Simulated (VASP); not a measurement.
Runs of VASP 6.6.1 on Na. The structure is that of space group P6_3/mmc (No. 194), or close to it. The cells are those of the table. 

| cell | k mesh | gap on the mesh (eV) | pressure (GPa) |
| --- | --- | --- | --- |
| a = 3.829, b = 3.829, c = 12.449 Å, angles 90.0, 90.0, 120.0°, 4 atoms | 13 × 13 × 4 | none | 0.0 |
| a = 3.669, b = 3.669, c = 11.929 Å, angles 90.0, 90.0, 120.0°, 4 atoms | 11 × 11 × 3 | none | 1.2 |
| a = 3.724, b = 3.724, c = 12.107 Å, angles 90.0, 90.0, 120.0°, 4 atoms | 11 × 11 × 3 | none | (a) |
| a = 3.829, b = 3.829, c = 12.449 Å, angles 90.0, 90.0, 120.0°, 4 atoms | 11 × 11 × 3 | none | 0.0 |
| a = 3.777, b = 3.777, c = 12.280 Å, angles 90.0, 90.0, 120.0°, 4 atoms | 11 × 11 × 3 | none | 0.3 |
| a = 3.928, b = 3.928, c = 12.772 Å, angles 90.0, 90.0, 120.0°, 4 atoms | 11 × 11 × 3 | none | -0.5 |
| a = 3.829, b = 3.829, c = 12.449 Å, angles 90.0, 90.0, 120.0°, 4 atoms | 10 × 10 × 3 | none | 0.0 |
| a = 3.976, b = 3.976, c = 12.928 Å, angles 90.0, 90.0, 120.0°, 4 atoms | 11 × 11 × 3 | none | (b) |
| a = 3.879, b = 3.879, c = 12.612 Å, angles 90.0, 90.0, 120.0°, 4 atoms | 11 × 11 × 3 | none | -0.2 |

Alike in all rows: task single point; level RPBE; potentials or basis VASP PAW PBE potentials, release 64 (Na_pv); no spin polarisation; cutoff (eV) 520; smearing fermi-dirac 0.1 eV.

Fill in the values left out.

(a) 0.7; (b) -0.6.

Caveats: the PAW data sets were made with another functional, which shifts forces and pressure a little.

A gap of «none» marks levels without a gap at the run's occupations.
